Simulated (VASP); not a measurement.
# Sb (R-3m) in VASP: a series of runs

Sb is run at these levels: PBE; tasks: relaxation of shape and atoms at fixed volume.

Everything below comes from runs of VASP 6.6.1. Logs are shortened: lines on timing, memory, paths and dates and some standing lists are left out, and cuts for length are marked.

### Step 1. The cell of the first run

Symmetry: R-3m, No. 166, trigonal system. Conventional cell: a = 3.690 Å, b = 3.690 Å, c = 9.720 Å, α = 90.00°, β = 90.00°, γ = 120.00°. Within 3.3 Å of Sb (site symmetry 3m) lie 6 Sb at 2.49 to 2.89 Å.

### Step 2. Relaxation of shape and atoms at fixed volume, PBE

Contents of INCAR:

```
PREC = Accurate
ENCUT = 600
EDIFF = 1E-6
ISMEAR = -1
SIGMA = 0.1
LREAL = False
LASPH = True
NELM = 100
ALGO = Normal
ISIF = 4
LWAVE = False
LCHARG = False
GGA = PE
IBRION = 2
NSW = 50
EDIFFG = -0.005
```

Contents of KPOINTS:

```
regular mesh
0
Gamma
  11 11 11
```

Contents of POSCAR:

```
Sb
1.0
    1.8448640278     -1.0651327430      3.2398432274
    0.0000000000      2.1302654861      3.2398432274
   -1.8448640278     -1.0651327430      3.2398432274
Sb
2
Direct
    0.2328618870      0.2328618870      0.2328618870
   -0.2328618870     -0.2328618870     -0.2328618870
```

Potentials or basis: VASP PAW PBE potentials, release 64 (Sb).

Command:

```sh
cat potpaw_PBE.64/Sb/POTCAR > POTCAR
mpirun -np 1 vasp_std > vasp.out
```

OUTCAR:

```text
PREC = Accurate
   ENCUT = 600
   EDIFF = 1E-6
   ISMEAR = -1
   LREAL = False
   LASPH = True
   NELM = 100
   ISIF = 4
   GGA = PE
   IBRION = 2
   NSW = 50
   EDIFFG = -0.005

 ion  position               nearest neighbor table
   1  0.233  0.233  0.233-   2 2.49   2 2.49   2 2.49   2 2.89   2 2.89   2 2.89
   2  0.767  0.767  0.767-   1 2.49   1 2.49   1 2.49   1 2.89   1 2.89   1 2.89

  LATTYP: Found a trigonal (rhomboedric) cell.
 ALAT       =     3.8774495715
 COS(alpha) =     0.5472417165

  Lattice vectors:

 A1 = (   1.8448640278,  -1.0651327430,   3.2398432274)
 A2 = (   0.0000000000,   2.1302654861,   3.2398432274)
 A3 = (  -1.8448640278,  -1.0651327430,   3.2398432274)

Analysis of symmetry for initial positions (statically):
=====================================================================
 Subroutine PRICEL returns:
 Original cell was already a primitive cell.

 Routine SETGRP: Setting up the symmetry group for a
 trigonal (rhombohedral) supercell.

 Subroutine GETGRP returns: Found 12 space group operations
 (whereof 12 operations were pure point group operations)
 out of a pool of 12 trial point group operations.

The static configuration has the point symmetry D_3d.

Analysis of symmetry for dynamics (positions and initial velocities):
=====================================================================
 Subroutine PRICEL returns:
 Original cell was already a primitive cell.

 Routine SETGRP: Setting up the symmetry group for a
 trigonal (rhombohedral) supercell.

 Subroutine GETGRP returns: Found 12 space group operations
 (whereof 12 operations were pure point group operations)
 out of a pool of 12 trial point group operations.

The dynamic configuration has the point symmetry D_3d.

 Subroutine INISYM returns: Found 12 space group operations
 (whereof 12 operations are pure point group operations),
 and found     1 'primitive' translations

----------------------------------------------------------------------------------------

                                     Primitive cell

  volume of cell :      38.1982

  direct lattice vectors                    reciprocal lattice vectors
     1.844864028 -1.065132743  3.239843227     0.271022684 -0.156475019  0.102885637
     0.000000000  2.130265486  3.239843227     0.000000000  0.312950039  0.102885637
    -1.844864028 -1.065132743  3.239843227    -0.271022684 -0.156475019  0.102885637

  length of vectors
     3.877449571  3.877449571  3.877449571     0.329428567  0.329428567  0.329428567

  position of ions in fractional coordinates (direct lattice)
     0.232861887  0.232861887  0.232861887
     0.767138113  0.767138113  0.767138113

  ion indices of the primitive-cell ions
   primitive index   ion index
                 1           1
                 2           2

----------------------------------------------------------------------------------------

 KPOINTS: regular mesh

Automatic generation of k-mesh.
 Grid dimensions read from file:
 generate k-points for:   11   11   11

 Generating k-lattice:

  Cartesian coordinates                     Fractional coordinates (reciprocal lattice)
     0.024638426 -0.014225002  0.009353240     0.090909091  0.000000000 -0.000000000
     0.000000000  0.028450004  0.009353240     0.000000000  0.090909091  0.000000000
    -0.024638426 -0.014225002  0.009353240    -0.000000000  0.000000000  0.090909091

  Length of vectors
     0.029948052  0.029948052  0.029948052

  Shift w.r.t. Gamma in fractional coordinates (k-lattice)
     0.000000000  0.000000000  0.000000000

 Subroutine IBZKPT returns following result:
 ===========================================

 Found    146 irreducible k-points:

 Following reciprocal coordinates:
            Coordinates               Weight
  0.000000  0.000000  0.000000      1.000000
  0.090909 -0.000000 -0.000000      6.000000
  0.181818  0.000000  0.000000      6.000000
  0.272727 -0.000000 -0.000000      6.000000
  0.363636  0.000000 -0.000000      6.000000
  0.454545  0.000000 -0.000000      6.000000
[... 16 lines left out ...]
 -0.272727  0.181818  0.000000     12.000000
 -0.181818  0.181818  0.000000      6.000000
 [... further k-points ...]
   k-points           NKPTS =    146   k-points in BZ     NKDIM =    146   number of bands    NBANDS=      9
   number of dos      NEDOS =    301   number of ions     NIONS =      2
   total plane-waves  NPLWV =  32768
   dimension x,y,z NGX =    32 NGY =   32 NGZ =   32
   dimension x,y,z NGXF=    64 NGYF=   64 NGZF=   64
   ions per type =               2
   NGX,Y,Z   is equivalent  to a cutoff of  13.72, 13.72, 13.72 a.u.
   NGXF,Y,Z  is equivalent  to a cutoff of  27.44, 27.44, 27.44 a.u.
 SYSTEM =  unknown system
   PREC   = accura    normal or accurate (medium, high low for compatibility)
   ISTART =      0    job   : 0-new  1-cont  2-samecut
   ICHARG =      2    charge: 1-file 2-atom 10-const
   ISPIN  =      1    spin polarized calculation?
   LNONCOLLINEAR =      F non collinear calculations
   LSORBIT =      F    spin-orbit coupling
   LASPH  =      T    aspherical Exc in radial PAW
   ENCUT  =  600.0 eV  44.10 Ry    6.64 a.u.   7.74  7.74  7.74*2*pi/ulx,y,z
   NELM   =    100;   NELMIN=  2; NELMDL= -5     # of ELM steps
   EDIFF  = 0.1E-05   stopping-criterion for ELM
   LREAL  =      F    real-space projection
   EDIFFG = -.5E-02   stopping-criterion for IOM
   NSW    =     50    number of steps for IOM
   IBRION =      2    ionic relax: 0-MD 1-quasi-New 2-CG
   NFREE  =      1    steps in history (QN), initial steepest desc. (CG)
   ISIF   =      4    stress and relaxation
   ISYM   =      2    0-nonsym 1-usesym 2-fastsym
   POTIM  = 0.5000    time-step for ionic-motion
   TEBEG  =    0.0;   TEEND  =   0.0 temperature during run
   PSTRESS=    0.0 pullay stress
   NELECT =      10.0000    total number of electrons
   NUPDOWN=      -1.0000    fix difference up-down
   EMIN   =  10.00;   EMAX   =-10.00  energy-range for DOS
   EFERMI =   0.00;   METHOD = LEGACY
   ISMEAR =    -1;   SIGMA  =   0.10  broadening in eV -4-tet -1-fermi 0-gaus
   EFERMI_NEDOS =   21; number of points for ismear=-14 and -15
   IALGO  =     38    algorithm
   IMIX   =      4    mixing-type and parameters
     AMIX     =   0.40;   BMIX     =  1.00
     AMIX_MAG =   1.60;   BMIX_MAG =  1.00
  volume/ion in A,a.u.               =      19.10       128.89
  Fermi-wavevector in a.u.,A,eV,Ry     =   1.047274  1.979061 14.922641  1.096783
  Thomas-Fermi vector in A             =   2.182147
   LORBIT       =      0    0 simple, 1 ext, 2 COOP (PROOUT), +10 PAW based schemes
   GGA     = PE    functional components
   LHFCALC =     F    Hartree Fock is set to
   AEXX    =    0.0000 exact exchange contribution
   IVDW    =     0    specifies the selected vdW correction
   LEPSILON=     F    determine dielectric tensor
   LRPA    =     F    only Hartree local field effects (RPA)
 conjugate gradient relaxation of ions
 non-spin polarized calculation
  energy-cutoff  :      600.00
  volume of cell :       38.20
 maximum number of plane-waves:      1297
   NGX = 15   NGY = 15   NGZ = 15

--------------------------------------- Ionic step        1  -------------------------------------------

 number of electron      10.0000000 magnetization

 Free energy of the ion-electron system (eV)
  ---------------------------------------------------
  ext. energy  EPLUGINS =         0.00000000
  ---------------------------------------------------
  free energy    TOTEN  =        -4.18943244 eV

  energy without entropy =       -4.17227328  energy(sigma->0) =       -4.18085286

------------------------ aborting loop because EDIFF is reached ----------------------------------------

  FORCE on cell =-STRESS in cart. coord.  units (eV):
  Direction    XX          YY          ZZ          XY          YZ          ZX
  --------------------------------------------------------------------------------------
  -------------------------------------------------------------------------------------
  Total       20.5298548     20.5298548     17.6176210     -0.0000000      0.0000000      0.0000000
  in kB      861.0990628    861.0990627    738.9490597     -0.0000000      0.0000000      0.0000000
  external PRESSURE =     820.3823951 kB  Pullay stress =       0.0000000 kB
[... 89 lines left out ...]
  FREE ENERGIE OF THE ION-ELECTRON SYSTEM (eV)
  ---------------------------------------------------
  free  energy   TOTEN  =        -4.9885804624 eV

  energy  without entropy=       -4.9682837780  energy(sigma->0) =       -4.97843212

[... ionic steps 4 to 22 ...]

--------------------------------------- Ionic step       23  -------------------------------------------

 number of electron      10.0000000 magnetization

------------------------ aborting loop because EDIFF is reached ----------------------------------------

  FORCE on cell =-STRESS in cart. coord.  units (eV):
  Direction    XX          YY          ZZ          XY          YZ          ZX
  --------------------------------------------------------------------------------------
  -------------------------------------------------------------------------------------
  Total       11.8306869     11.8306865     11.7404000      0.0000000      0.0000000     -0.0000000
  in kB      496.2233515    496.2233365    492.4363807      0.0000000      0.0000018     -0.0000000
  external PRESSURE =     494.9610229 kB  Pullay stress =       0.0000000 kB
[... 57 lines left out ...]
  energy  without entropy=       -5.8104614273  energy(sigma->0) =       -5.82521631

--------------------------------------- Ionic step       25  -------------------------------------------

 number of electron      10.0000000 magnetization

 Free energy of the ion-electron system (eV)
  ---------------------------------------------------
  ext. energy  EPLUGINS =         0.00000000
  ---------------------------------------------------
  free energy    TOTEN  =        -5.83997425 eV

  energy without entropy =       -5.81040822  energy(sigma->0) =       -5.82519124

 E-fermi :  13.7935     XC(G=0): -11.8064

 val. band max:       13.7803939426   @ k =   0.4545   0.0909  -0.0000
 cond. band min:      13.7955196026   @ k =  -0.4545  -0.4545   0.3636
 fundamental gap:      0.0151256600
 Fermi energy:        13.7935424748

 k-point     1 :       0.0000    0.0000    0.0000
  band No.  band energies     occupation
      1      -2.4078      2.00000
      2       3.9781      2.00000
      3       5.4825      2.00000
      4      18.8595      0.00000
      5      18.8595      0.00000
      6      21.6954      0.00000
      7      21.6954      0.00000
      8      22.4038      0.00000
      9      22.9408      0.00000
[... 265 lines left out ...]
 k-point    24 :      -0.1818    0.1818    0.0000
  band No.  band energies     occupation
      1      -0.0876      2.00000
      2       6.0490      2.00000
      3       7.8272      2.00000
      4      10.8894      2.00000
      5      12.8450      1.99985
      6      13.7193      1.35503
      7      14.1558      0.05205
      8      21.1551      0.00000
      9      23.3225      0.00000

 [... further k-points ...]

------------------------ aborting loop because EDIFF is reached ----------------------------------------

  FORCE on cell =-STRESS in cart. coord.  units (eV):
  Direction    XX          YY          ZZ          XY          YZ          ZX
  --------------------------------------------------------------------------------------
  -------------------------------------------------------------------------------------
  Total       11.7995729     11.7995724     11.8073399      0.0000000      0.0000001     -0.0000000
  in kB      494.9183150    494.9182928    495.2440916      0.0000000      0.0000027     -0.0000000
  external PRESSURE =     495.0268998 kB  Pullay stress =       0.0000000 kB
[... 17 lines left out ...]
  FREE ENERGIE OF THE ION-ELECTRON SYSTEM (eV)
  ---------------------------------------------------
  free  energy   TOTEN  =        -5.8399742505 eV

  energy  without entropy=       -5.8104082196  energy(sigma->0) =       -5.82519124

 reached required accuracy - stopping structural energy minimisation
```

It took 4 min on 1 thread of Intel Xeon 6975P-C (Granite Rapids), shared host; peak memory 0.22 GiB.

Results:

```yaml
Free_energy: -5.8400 eV
Energy_gained_by_relaxing: 825.3 meV/atom
Ionic_steps: 25
Pressure_after_relaxing: 49.5 GPa
Band_gap_on_the_k_mesh: zero (bands 5 and 6 overlap by 9.22 eV)
```

The path:
| step | energy change (eV) | largest force (eV/Å) | pressure (GPa) | volume (Å³) |
| --- | --- | --- | --- | --- |
| 1 | 0.0000 | 4.8521 | 82.04 | 38.20 |
| 2 | -0.6953 | 1.6169 | 73.63 | 38.20 |
| 3 | -0.7991 | 0.0856 | 72.25 | 38.20 |
| 4 | -0.7993 | 0.0009 | 72.25 | 38.20 |
| 5 | -0.8002 | 0.0330 | 72.23 | 38.20 |
| 6 | -0.8036 | 0.1374 | 72.13 | 38.20 |
| 7 | -0.8081 | 0.3733 | 71.80 | 38.20 |
| 8 | -0.8084 | 0.4628 | 71.67 | 38.20 |
| 9 | -0.8086 | 0.4643 | 71.64 | 38.20 |
| 10 | -0.8092 | 0.4683 | 71.61 | 38.20 |
| 11 | -0.8105 | 0.4757 | 71.54 | 38.20 |
| 12 | -0.8136 | 0.4863 | 71.39 | 38.20 |
| 13 | -0.8220 | 0.4939 | 70.99 | 38.20 |
| 14 | -0.8553 | 0.5329 | 69.74 | 38.20 |
| 15 | -0.9546 | 0.6144 | 66.43 | 38.20 |
| 16 | -1.2450 | 0.8518 | 58.22 | 38.20 |
| 17 | -1.5947 | 0.8697 | 50.21 | 38.20 |
| 18 | -1.6081 | 0.9675 | 50.20 | 38.20 |
| 19 | -1.6071 | 0.9118 | 50.08 | 38.20 |
| 20 | -1.6111 | 0.9346 | 50.08 | 38.20 |
| 21 | -1.6502 | 0.0852 | 49.50 | 38.20 |
| 22 | -1.6505 | 0.0012 | 49.50 | 38.20 |
| 23 | -1.6505 | 0.0205 | 49.50 | 38.20 |
| 24 | -1.6505 | 0.0018 | 49.51 | 38.20 |
| 25 | -1.6505 | 0.0019 | 49.50 | 38.20 |

Final structure:
```
Sb
1.0
     1.51394   -0.87407    4.81101
     0.00000    1.74815    4.81101
    -1.51394   -0.87407    4.81101
Sb
2
Direct
  0.24999 0.24999 0.24999
  0.75001 0.75001 0.75001
```

Caveat: a cell axis changed by over 15 % at a fixed basis, so the end point is rough; spin-orbit coupling is left out, which moves the levels of the heavy elements.

### Step 3. Relaxation of shape and atoms at fixed volume, PBE

This run uses another cell than the first one, of 22.28 Å³/atom.

Contents of INCAR:

```
PREC = Accurate ; ENCUT = 600
EDIFF = 1E-7 ; ISMEAR = -1
SIGMA = 0.1 ; LREAL = False
LASPH = True ; NELM = 100
ALGO = Normal ; ISIF = 4
LWAVE = False ; LCHARG = False
GGA = PE ; IBRION = 2
NSW = 50 ; EDIFFG = -0.005
```

KPOINTS is that of step 2.

Contents of POSCAR:

```
Sb
1.0
    1.9421374347     -1.1212935707      3.4106691441
    0.0000000000      2.2425871414      3.4106691441
   -1.9421374347     -1.1212935707      3.4106691441
Sb
2
Direct
    0.2328618870      0.2328618870      0.2328618870
   -0.2328618870     -0.2328618870     -0.2328618870
```

Potentials or basis: VASP PAW PBE potentials, release 64 (Sb).

Command:

```sh
cat potpaw_PBE.64/Sb/POTCAR > POTCAR
mpirun -np 1 vasp_std > vasp.out
```

Run time: 3.1 min. Hardware: 1 thread of Intel Xeon 6975P-C (Granite Rapids), shared host; peak memory 0.24 GiB.

The run converged. Its results:

```yaml
Free_energy: -6.9907 eV
Energy_gained_by_relaxing: 228.6 meV/atom
Ionic_steps: 11
Pressure_after_relaxing: 33.1 GPa
Largest_force_after_relaxing: 0.004 eV/Å
Band_gap_on_the_k_mesh: zero (bands 5 and 6 overlap by 1.57 eV)
```

Forces in eV/Å, atoms in the order of the input:
```
Sb   0.000  0.000 -0.004
Sb   0.000  0.000  0.004
```

Step by step:
```csv
step,energy change (eV),largest force (eV/Å),pressure (GPa),volume (Å³)
1,0.0000,2.9265,40.59,44.56
2,-0.4437,0.4079,33.45,44.56
3,-0.4530,0.2070,33.29,44.56
4,-0.4568,0.0129,33.19,44.56
5,-0.4568,0.0277,33.19,44.56
6,-0.4569,0.0247,33.18,44.56
7,-0.4570,0.0155,33.17,44.56
8,-0.4572,0.0040,33.13,44.56
9,-0.4571,0.0470,33.05,44.56
10,-0.4572,0.0209,33.10,44.56
11,-0.4573,0.0042,33.09,44.56
```

Final structure:
```yaml
crystal:
  lattice:
    - [1.96264, -1.13313, 3.33978]
    - [0.00000, 2.26626, 3.33978]
    - [-1.96264, -1.13313, 3.33978]
  atoms:
    - { symbol: Sb, position: [0.25003, 0.25003, 0.25003] }
    - { symbol: Sb, position: [0.74997, 0.74997, 0.74997] }
```

Levels at points of the mesh, in eV from the Fermi level:
```
           k point  band 2  band 3  band 4  band 5  band 6  band 7  band 8  band 9
(0.00, 0.00, 0.00)   -2.72   -2.45   -2.05   -2.05    3.91    3.91    3.97    4.56
```

Caveat: spin-orbit coupling is left out, which moves the levels of the heavy elements.

The gap in the log of VASP goes by the Fermi energy; the results here count the filled bands.